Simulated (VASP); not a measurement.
The system is Hf4C3.

```
Hf C
1.0
     4.30579    0.00000    0.00000
    -2.15289    3.72892    0.00000
     0.00000    0.00000    6.98586
Hf C
4 3
Direct
  0.33333 0.66667 0.69334
  0.66667 0.33333 0.69334
  0.66667 0.33333 0.30666
  0.33333 0.66667 0.30666
  0.00000 0.00000 0.17889
  0.00000 0.00000 0.82111
  0.00000 0.00000 0.50000
```

- Program: VASP 6.6.1
- Task: relaxation of cell and atoms
- Functional: PBE
- Potentials or basis: VASP PAW PBE potentials, release 64 (Hf_pv, C)
- Cutoff: 600 eV
- k mesh: 6 × 6 × 4
- Occupations: gaussian, width 0.1 eV
- Spin: no spin polarisation

At the start: pressure 6.3 GPa; volume 16.02 Å³/atom.

Problem. Where does the relaxation end?

Solution. Over 19 steps the energy falls by 1055.8 meV/atom and the volume is 16.17 Å³/atom (+0.9 %); space group P6/mmm (No. 191, to 0.05 Å).

Step by step:
```tsv
step	energy change (eV)	largest force (eV/Å)	pressure (GPa)	volume (Å³)
1	0.0000	2.0891	6.34	112.16
2	-1.1255	2.2089	-5.83	122.66
3	-1.3241	2.8171	-14.01	133.75
4	-1.9803	3.3916	-15.51	133.00
5	-4.5984	4.9339	-17.02	130.20
6	0.5859	20.7683	24.78	122.01
7	-4.8857	5.1349	-16.33	129.23
8	-6.3534	1.9884	-8.10	125.95
9	-6.3446	3.2018	-10.45	126.54
10	-6.3685	2.6816	-9.41	126.26
11	-6.9794	0.7086	-2.70	118.84
12	-7.0477	1.4329	0.88	115.87
13	-7.3541	0.0595	0.63	112.74
14	-7.3740	0.3209	0.88	111.62
15	-7.3741	0.2928	0.85	111.71
16	-7.3832	0.2398	0.38	112.31
17	-7.3899	0.1390	-0.42	113.40
18	-7.3903	0.1448	0.21	113.08
19	-7.3907	0.0246	-0.05	113.21
```

Final structure:
```cif
data_structure
_symmetry_space_group_name_H-M 'P 1'
_symmetry_Int_Tables_number 1
_cell_length_a 4.6957
_cell_length_b 4.6957
_cell_length_c 5.9288
_cell_angle_alpha 90.000
_cell_angle_beta 90.000
_cell_angle_gamma 120.000
_cell_volume 113.21
loop_
_atom_site_label
_atom_site_type_symbol
_atom_site_fract_x
_atom_site_fract_y
_atom_site_fract_z
_atom_site_occupancy
Hf1 Hf 0.33333 0.66667 0.75498 1
Hf2 Hf 0.66667 0.33333 0.75498 1
Hf3 Hf 0.66667 0.33333 0.24502 1
Hf4 Hf 0.33333 0.66667 0.24502 1
C1 C 0.00000 0.00000 0.27098 1
C2 C 0.00000 0.00000 0.72902 1
C3 C 0.00000 0.00000 0.50000 1
```
